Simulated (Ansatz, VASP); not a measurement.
One calculation of WS2, two programs

```
W S
1.0
     3.18141    0.00000    0.00000
    -1.59071    2.75518    0.00000
     0.00000    0.00000   23.68815
W S
2 4
Direct
  0.33333 0.66667 0.63794
  0.66667 0.33333 0.36206
  0.33333 0.66667 0.29624
  0.66667 0.33333 0.57210
  0.33333 0.66667 0.42790
  0.66667 0.33333 0.70376
```

Alike in both runs: task single point; functional r2SCAN; k mesh 12 × 12 × 2; occupations gaussian, width 0.05 eV; no spin polarisation.

|  | VASP | Ansatz |
| --- | --- | --- |
| version | VASP 6.6.1 | Ansatz 0.2.0 |
| potentials or method | VASP PAW PBE potentials, release 64 (W_sv, S), cutoff 520 eV | scalar-relativistic, plane waves, PAW |
| valence electrons in the cell | 52 | 52 |

|  | VASP | Ansatz | Ansatz less VASP |
| --- | --- | --- | --- |
| gap on the k mesh at the Fermi level (eV) | 1.60 | 1.58 | -0.018 |
| least direct gap on the mesh (eV) | 1.90 | 1.90 | -0.004 |
| rms of the force components (eV/Å) | 0.010 | 0.000 | -0.0096 |

VASP's potentials were made for PBE, not for r2SCAN. Atom by atom the forces differ by 0.010 eV/Å (rms over components).

Spin-orbit coupling is off throughout.
